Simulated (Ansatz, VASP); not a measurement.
# Pt in VASP and in Ansatz

```xyz
2
Lattice="0.0000 2.6951 2.6951 2.6951 0.0000 2.6951 2.6951 2.6951 0.0000" Properties=species:S:1:pos:R:3 pbc="T T T"
Pt   -0.6738   -0.6738   -0.6738
Pt    0.6738    0.6738    0.6738
```

Change from the starting cell: shortest bond scaled by 1, PAW files.

Alike in both runs: task electric field gradients; functional r2SCAN; k mesh 10 × 10 × 10; occupations fermi-dirac, width 0.05 eV; no spin polarisation.

```csv
,VASP,Ansatz
version,VASP 6.6.1,Ansatz 0.2.0
potentials or method,"VASP PAW PBE potentials, release 64 (Pt)","PAW with Ansatz's default frozen-core files, scalar-relativistic"
plane-wave cutoff (eV),520,500
valence electrons in the cell,20,36
```

Ansatz gave:

```
pressure (GPa) : 37.2
```

Q: What did VASP give for the same quantities?

A: Pressure (GPa): 36.8.

VASP's potentials were made for PBE, not for r2SCAN. Both programs put the cell under a high pressure, so it lies far from rest at this level. With one functional, cell and mesh, what is left measures potentials, basis and numerics. VASP's potentials hold 20 valence electrons a cell and Ansatz's 36, so a difference there can come from the potentials and not from the codes.

Spin-orbit coupling is off throughout.
